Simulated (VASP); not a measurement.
# Mo (Im-3m) in VASP: a series of runs

Mo is run at these levels: PBEsol; tasks: single point, relaxation of cell and atoms.

Program: VASP 6.6.1. These are calculated values, not measurements. Logs are shortened: lines on timing, memory, paths and dates and some standing lists are left out, and cuts for length are marked.

## 1. The cell of the first run

It takes space group Im-3m (No. 229, cubic). Conventional cell: a = 3.132 Å, b = 3.132 Å, c = 3.132 Å, α = 90.00°, β = 90.00°, γ = 90.00°. Mo (site symmetry m-3m) has 14 Mo at 2.71 to 3.13 Å within 3.6 Å.

## 2. Single point, PBEsol

Input file INCAR:

```
SYSTEM = Mo
  ALGO = Normal
  EDIFF = 1E-6
  ENCUT = 520
  GGA = PS
  ISIF = 2
  ISMEAR = -1
  LASPH = .True.
  LCHARG = .True.
  LELF = .True.
  LREAL = .False.
  LVHAR = .True.
  LWAVE = .False.
  NBANDS = 13
  NELM = 60
  PREC = Accurate
  SIGMA = 0.1
```

Input file KPOINTS:

```
k-points
0
Gamma
  14 14 14
  0 0 0
```

Input file POSCAR:

```
Mo
1.0
   -1.5657954897      1.5657954897      1.5657954897
    1.5657954897     -1.5657954897      1.5657954897
    1.5657954897      1.5657954897     -1.5657954897
Mo
1
Direct
    0.0000000000      0.0000000000      0.0000000000
```

Potentials or basis: VASP PAW PBE potentials, release 64 (Mo_sv).

Run with:

```bash
$ cat potpaw_PBE.64/Mo_sv/POTCAR > POTCAR
$ mpirun -np 1 vasp_std > vasp.out
```

OUTCAR:

```text
SYSTEM = Mo
   EDIFF = 1E-6
   ENCUT = 520
   GGA = PS
   ISIF = 2
   ISMEAR = -1
   LASPH = .True.
   LREAL = .False.
   NELM = 60
   PREC = Accurate

 ion  position               nearest neighbor table
   1  0.000  0.000  0.000-

  LATTYP: Found a body centered cubic cell.
 ALAT       =     3.1315909794

  Lattice vectors:

 A1 = (  -1.5657954897,   1.5657954897,   1.5657954897)
 A2 = (   1.5657954897,  -1.5657954897,   1.5657954897)
 A3 = (   1.5657954897,   1.5657954897,  -1.5657954897)

Analysis of symmetry for initial positions (statically):
=====================================================================
 Subroutine PRICEL returns:
 Original cell was already a primitive cell.

 Routine SETGRP: Setting up the symmetry group for a
 body centered cubic supercell.

 Subroutine GETGRP returns: Found 48 space group operations
 (whereof 48 operations were pure point group operations)
 out of a pool of 48 trial point group operations.

The static configuration has the point symmetry O_h .

Analysis of symmetry for dynamics (positions and initial velocities):
=====================================================================
 Subroutine PRICEL returns:
 Original cell was already a primitive cell.

 Routine SETGRP: Setting up the symmetry group for a
 body centered cubic supercell.

 Subroutine GETGRP returns: Found 48 space group operations
 (whereof 48 operations were pure point group operations)
 out of a pool of 48 trial point group operations.

The dynamic configuration has the point symmetry O_h .

 Subroutine INISYM returns: Found 48 space group operations
 (whereof 48 operations are pure point group operations),
 and found     1 'primitive' translations

----------------------------------------------------------------------------------------

                                     Primitive cell

  volume of cell :      15.3555

  direct lattice vectors                    reciprocal lattice vectors
    -1.565795490  1.565795490  1.565795490     0.000000000  0.319326504  0.319326504
     1.565795490 -1.565795490  1.565795490     0.319326504  0.000000000  0.319326504
     1.565795490  1.565795490 -1.565795490     0.319326504  0.319326504  0.000000000

  length of vectors
     2.712037342  2.712037342  2.712037342     0.451595873  0.451595873  0.451595873

  position of ions in fractional coordinates (direct lattice)
     0.000000000  0.000000000  0.000000000

  ion indices of the primitive-cell ions
   primitive index   ion index
                 1           1

----------------------------------------------------------------------------------------

 KPOINTS: k-points

Automatic generation of k-mesh.
 Grid dimensions read from file:
 generate k-points for:   14   14   14

 Generating k-lattice:

  Cartesian coordinates                     Fractional coordinates (reciprocal lattice)
     0.000000000  0.022809036  0.022809036     0.071428571  0.000000000  0.000000000
     0.022809036  0.000000000  0.022809036     0.000000000  0.071428571  0.000000000
     0.022809036  0.022809036  0.000000000     0.000000000  0.000000000  0.071428571

  Length of vectors
     0.032256848  0.032256848  0.032256848

  Shift w.r.t. Gamma in fractional coordinates (k-lattice)
     0.000000000  0.000000000  0.000000000

 Subroutine IBZKPT returns following result:
 ===========================================

 Found    104 irreducible k-points:

 Following reciprocal coordinates:
            Coordinates               Weight
  0.000000  0.000000  0.000000      1.000000
  0.071429  0.000000  0.000000     12.000000
  0.142857  0.000000  0.000000     12.000000
  0.214286  0.000000  0.000000     12.000000
  0.285714  0.000000  0.000000     12.000000
  0.357143  0.000000  0.000000     12.000000
[... 16 lines left out ...]
  0.285714  0.285714  0.000000     24.000000
  0.357143  0.285714  0.000000     24.000000
 [... further k-points ...]
   k-points           NKPTS =    104   k-points in BZ     NKDIM =    104   number of bands    NBANDS=     13
   number of dos      NEDOS =    301   number of ions     NIONS =      1
   total plane-waves  NPLWV =   8000
   dimension x,y,z NGX =    20 NGY =   20 NGZ =   20
   dimension x,y,z NGXF=    40 NGYF=   40 NGZF=   40
   ions per type =               1
   NGX,Y,Z   is equivalent  to a cutoff of  12.26, 12.26, 12.26 a.u.
   NGXF,Y,Z  is equivalent  to a cutoff of  24.52, 24.52, 24.52 a.u.
 SYSTEM =  Mo
   PREC   = accura    normal or accurate (medium, high low for compatibility)
   ISTART =      0    job   : 0-new  1-cont  2-samecut
   ICHARG =      2    charge: 1-file 2-atom 10-const
   ISPIN  =      1    spin polarized calculation?
   LNONCOLLINEAR =      F non collinear calculations
   LSORBIT =      F    spin-orbit coupling
   LASPH  =      T    aspherical Exc in radial PAW
   ENCUT  =  520.0 eV  38.22 Ry    6.18 a.u.   5.04  5.04  5.04*2*pi/ulx,y,z
   NELM   =     60;   NELMIN=  2; NELMDL= -5     # of ELM steps
   EDIFF  = 0.1E-05   stopping-criterion for ELM
   LREAL  =      F    real-space projection
   EDIFFG = 0.1E-04   stopping-criterion for IOM
   NSW    =      0    number of steps for IOM
   IBRION =     -1    ionic relax: 0-MD 1-quasi-New 2-CG
   NFREE  =      0    steps in history (QN), initial steepest desc. (CG)
   ISIF   =      2    stress and relaxation
   ISYM   =      2    0-nonsym 1-usesym 2-fastsym
   POTIM  = 0.5000    time-step for ionic-motion
   TEBEG  =    0.0;   TEEND  =   0.0 temperature during run
   PSTRESS=    0.0 pullay stress
   NELECT =      14.0000    total number of electrons
   NUPDOWN=      -1.0000    fix difference up-down
   EMIN   =  10.00;   EMAX   =-10.00  energy-range for DOS
   EFERMI =   0.00;   METHOD = LEGACY
   ISMEAR =    -1;   SIGMA  =   0.10  broadening in eV -4-tet -1-fermi 0-gaus
   EFERMI_NEDOS =   21; number of points for ismear=-14 and -15
   IALGO  =     38    algorithm
   IMIX   =      4    mixing-type and parameters
     AMIX     =   0.40;   BMIX     =  1.00
     AMIX_MAG =   1.60;   BMIX_MAG =  1.00
  volume/ion in A,a.u.               =      15.36       103.62
  Fermi-wavevector in a.u.,A,eV,Ry     =   1.587434  2.999816 34.285977  2.519948
  Thomas-Fermi vector in A             =   2.686593
   LORBIT       =      0    0 simple, 1 ext, 2 COOP (PROOUT), +10 PAW based schemes
   GGA     = PS    functional components
   LHFCALC =     F    Hartree Fock is set to
   AEXX    =    0.0000 exact exchange contribution
   IVDW    =     0    specifies the selected vdW correction
   LEPSILON=     F    determine dielectric tensor
   LRPA    =     F    only Hartree local field effects (RPA)
 non-spin polarized calculation
  energy-cutoff  :      520.00
  volume of cell :       15.36
 maximum number of plane-waves:       426
   NGX =  9   NGY =  9   NGZ =  9

 number of electron      13.9999998 magnetization

 Free energy of the ion-electron system (eV)
  ---------------------------------------------------
  ext. energy  EPLUGINS =         0.00000000
  ---------------------------------------------------
  free energy    TOTEN  =       -11.77988067 eV

  energy without entropy =      -11.75135934  energy(sigma->0) =      -11.76562001

 E-fermi :  12.7752     XC(G=0): -13.6308

 val. band max:       12.7714086642   @ k =  -0.2857   0.3571   0.2143
 cond. band min:      12.8115666734   @ k =  -0.3571   0.3571   0.2857
 fundamental gap:      0.0401580091
 Fermi energy:        12.7751823729

 k-point     1 :       0.0000    0.0000    0.0000
  band No.  band energies     occupation
      1     -48.4501      2.00000
      2     -21.6945      2.00000
      3     -21.6945      2.00000
      4     -21.6945      2.00000
      5       5.4102      2.00000
      6      11.3471      2.00000
      7      11.3471      2.00000
      8      11.3471      2.00000
      9      14.4300      0.00000
     10      14.4300      0.00000
     11      27.5883      0.00000
     12      27.5883      0.00000
     13      27.5883      0.00000

 k-point     2 :       0.0714    0.0000    0.0000
  band No.  band energies     occupation
      1     -48.4363      2.00000
      2     -21.7738      2.00000
      3     -21.7188      2.00000
      4     -21.6951      2.00000
      5       5.6404      2.00000
      6      11.2162      2.00000
      7      11.3239      2.00000
      8      11.5646      1.99999
      9      14.2399      0.00000
     10      14.4334      0.00000
     11      27.7615      0.00000
     12      27.9778      0.00000
     13      28.0512      0.00000

 k-point     3 :       0.1429    0.0000    0.0000
  band No.  band energies     occupation
      1     -48.3973      2.00000
      2     -21.9925      2.00000
      3     -21.7865      2.00000
      4     -21.6969      2.00000
      5       6.2710      2.00000
      6      10.8699      2.00000
      7      11.2148      2.00000
      8      12.2026      1.99350
      9      13.9087      0.00002
     10      14.4577      0.00000
     11      28.0984      0.00000
     12      29.0515      0.00000
     13      29.0935      0.00000

 k-point     4 :       0.2143    0.0000    0.0000
  band No.  band energies     occupation
      1     -48.3404      2.00000
      2     -22.3003      2.00000
      3     -21.8830      2.00000
      4     -21.6995      2.00000
      5       7.0764      2.00000
      6      10.4140      2.00000
      7      11.0818      2.00000
      8      13.2143      0.02447
      9      13.8187      0.00006
     10      14.5325      0.00000
     11      28.0004      0.00000
     12      29.4804      0.00000
     13      30.8072      0.00000

 k-point     5 :       0.2857    0.0000    0.0000
  band No.  band energies     occupation
      1     -48.2766      2.00000
      2     -22.6313      2.00000
      3     -21.9883      2.00000
      4     -21.7025      2.00000
      5       7.5879      2.00000
      6       9.9569      2.00000
      7      11.4047      2.00000
      8      14.0234      0.00001
      9      14.5101      0.00000
     10      14.6753      0.00000
     11      27.0915      0.00000
     12      28.4942      0.00000
     13      32.9607      0.00000
[... 257 lines left out ...]
 k-point    22 :       0.3571    0.2143   -0.0000
  band No.  band energies     occupation
      1     -48.1416      2.00000
      2     -22.9781      2.00000
      3     -22.4088      2.00000
      4     -21.8557      2.00000
      5       8.4390      2.00000
      6       9.6445      2.00000
      7      11.5406      1.99999
      8      14.3437      0.00000
      9      15.4639      0.00000
     10      20.4860      0.00000
     11      23.7391      0.00000
     12      25.7895      0.00000
     13      29.3283      0.00000

 k-point    23 :       0.2857    0.2857    0.0000
  band No.  band energies     occupation
      1     -48.1385      2.00000
      2     -22.8963      2.00000
      3     -22.5006      2.00000
      4     -21.8733      2.00000
      5       8.7469      2.00000
      6       9.8389      2.00000
      7      10.9595      2.00000
      8      14.4349      0.00000
      9      15.2707      0.00000
     10      21.0205      0.00000
     11      23.7575      0.00000
     12      25.4843      0.00000
     13      29.8249      0.00000

 k-point    24 :       0.3571    0.2857    0.0000
  band No.  band energies     occupation
      1     -48.1295      2.00000
      2     -22.8403      2.00000
      3     -22.6117      2.00000
      4     -21.8810      2.00000
      5       8.7774      2.00000
      6      10.0159      2.00000
      7      10.7929      2.00000
      8      14.6805      0.00000
      9      15.1895      0.00000
     10      22.3449      0.00000
     11      23.0766      0.00000
     12      24.4805      0.00000
     13      30.1732      0.00000

 [... further k-points ...]

------------------------ aborting loop because EDIFF is reached ----------------------------------------

  FORCE on cell =-STRESS in cart. coord.  units (eV):
  Direction    XX          YY          ZZ          XY          YZ          ZX
  --------------------------------------------------------------------------------------
  -------------------------------------------------------------------------------------
  Total        0.0533159      0.0533159      0.0533159      0.0000000      0.0000000     -0.0000000
  in kB        5.5629089      5.5629089      5.5629089      0.0000000      0.0000000     -0.0000000
  external PRESSURE =       5.5629089 kB  Pullay stress =       0.0000000 kB

 VOLUME and BASIS-vectors are now :
 -----------------------------------------------------------------------------
  energy-cutoff  :      520.00
  volume of cell :       15.36
      direct lattice vectors                 reciprocal lattice vectors
    -1.565795490  1.565795490  1.565795490     0.000000000  0.319326504  0.319326504
     1.565795490 -1.565795490  1.565795490     0.319326504  0.000000000  0.319326504
     1.565795490  1.565795490 -1.565795490     0.319326504  0.319326504  0.000000000

 POSITION                                       TOTAL-FORCE (eV/Angst)
 -----------------------------------------------------------------------------------
      0.00000      0.00000      0.00000        -0.000000      0.000000      0.000000
 -----------------------------------------------------------------------------------
    total drift:                                0.000000     -0.000000      0.000000

  FREE ENERGIE OF THE ION-ELECTRON SYSTEM (eV)
  ---------------------------------------------------
  free  energy   TOTEN  =       -11.7798806732 eV

  energy  without entropy=      -11.7513593402  energy(sigma->0) =      -11.76562001
```

Wall time 14 s (1 thread of Intel Xeon Platinum 8488C (Sapphire Rapids), shared host); peak memory 0.14 GiB.

Results:

```
Free energy            : -11.7799 eV
Pressure               : 0.6 GPa
Band gap on the k mesh : zero (band 7 reaches 16.86 eV, above the bottom of band 8 at 11.35 eV)
```

Caveat: the PAW data sets were made with another functional, which shifts forces and pressure a little.

## 3. Relaxation of cell and atoms, PBEsol

This run uses another cell than the first one, of 15.59 Å³/atom, 1.015 times its volume.

Input file INCAR:

```
SYSTEM = Mo
PREC = Accurate ; ENCUT = 600
EDIFF = 1E-6 ; ISMEAR = -1
SIGMA = 0.1 ; LREAL = .FALSE.
LASPH = .TRUE. ; NELM = 80
ALGO = Normal ; ISIF = 3
LWAVE = .FALSE. ; LCHARG = .FALSE.
GGA = PS ; IBRION = 2
NSW = 80 ; EDIFFG = -0.01
```

Input file KPOINTS:

```
regular mesh
0
G
  14 14 14
  0 0 0
```

Input file POSCAR:

```
Mo
1.0
   -1.5736500000      1.5736500000      1.5736500000
    1.5736500000     -1.5736500000      1.5736500000
    1.5736500000      1.5736500000     -1.5736500000
Mo
1
Direct
    0.0000000000      0.0000000000      0.0000000000
```

Potentials or basis: VASP PAW PBE potentials, release 64 (Mo_sv).

Run with:

```bash
$ cat potpaw_PBE.64/Mo_sv/POTCAR > POTCAR
$ mpirun -np 1 vasp_std > vasp.out
```

Run time: 28 s. Hardware: 1 thread of Intel Xeon Platinum 8488C (Sapphire Rapids), shared host; peak memory 0.16 GiB.

Results (log left out):

| Item | Value |
| --- | --- |
| Free energy | -11.7803 eV |
| Relaxed volume | 15.38 Å³/atom |
| Relaxed cell | a = 2.714 Å, b = 2.714 Å, c = 2.714 Å, α = 109.47°, β = 109.47°, γ = 109.47° |
| Space group after relaxing (to 0.05 Å) | Im-3m (No. 229) |
| Energy gained by relaxing | 2.4 meV/atom |
| Ionic steps | 3 |
| Pressure after relaxing | 0.0 GPa |
| Band gap on the k mesh | zero (band 7 reaches 16.82 eV, above the bottom of band 8 at 11.32 eV) |

The path:
| step | energy change (eV) | largest force (eV/Å) | pressure (GPa) | volume (Å³) |
| --- | --- | --- | --- | --- |
| 1 | 0.0000 | 0.0000 | -3.64 | 15.59 |
| 2 | 0.0178 | 0.0000 | 11.61 | 14.80 |
| 3 | -0.0024 | 0.0000 | -0.04 | 15.38 |

Final structure:
```cif
data_structure
_symmetry_space_group_name_H-M 'P 1'
_symmetry_Int_Tables_number 1
_cell_length_a 2.7137
_cell_length_b 2.7137
_cell_length_c 2.7137
_cell_angle_alpha 109.471
_cell_angle_beta 109.471
_cell_angle_gamma 109.471
_cell_volume 15.38
loop_
_atom_site_label
_atom_site_type_symbol
_atom_site_fract_x
_atom_site_fract_y
_atom_site_fract_z
_atom_site_occupancy
Mo1 Mo 0.00000 0.00000 0.00000 1
```

Levels at points of the mesh, in eV from the Fermi level:
| k point | band 4 | band 5 | band 6 | band 7 | band 8 | band 9 | band 10 | band 11 |
| --- | --- | --- | --- | --- | --- | --- | --- | --- |
| (0.00, 0.00, 0.00) | -34.47 | -7.36 | -1.42 | -1.42 | -1.42 | 1.65 | 1.65 | 14.81 |
| (0.50, 0.00, 0.00) | -34.49 | -5.47 | -3.51 | 1.65 | 1.69 | 2.34 | 4.87 | 11.94 |
| (0.50, 0.50, 0.50) | -35.49 | -5.62 | -5.62 | 4.08 | 4.08 | 4.08 | 9.12 | 9.12 |

Caveat: the PAW data sets were made with another functional, which shifts forces and pressure a little.
